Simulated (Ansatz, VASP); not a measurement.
## One calculation of Ag, two programs

```
Ag
1.0
     2.93000    0.00000    0.00000
    -1.46500    2.53745    0.00000
     0.00000    0.00000    4.79000
Ag
2
Direct
  0.33333 0.66667 0.25000
  0.66667 0.33333 0.75000
```

Alike in both runs: task single point; functional r2SCAN; k mesh 15 × 15 × 8; occupations gaussian, width 0.05 eV; no spin polarisation.

|  | VASP | Ansatz |
| --- | --- | --- |
| version | VASP 6.6.1 | Ansatz 0.2.0 |
| potentials or method | VASP PAW PBE potentials, release 64 (Ag), cutoff 520 eV | scalar-relativistic, plane waves, PAW |
| valence electrons in the cell | 22 | 38 |

```tsv
	VASP	Ansatz	Ansatz less VASP
gap on the k mesh at the Fermi level (eV)	none	none	-
pressure (GPa)	-2.6	-2.7	-0.08
traceless stress, the component that is largest in VASP (GPa)	0.85	0.82	-0.028
```

VASP's potentials were made for PBE, not for r2SCAN. A gap of «none» marks a metal or a gap that the smearing closes. With one functional, cell and mesh, what is left measures potentials, basis and numerics. VASP's potentials hold 22 valence electrons a cell and Ansatz's 38, so a difference there can come from the potentials and not from the codes.
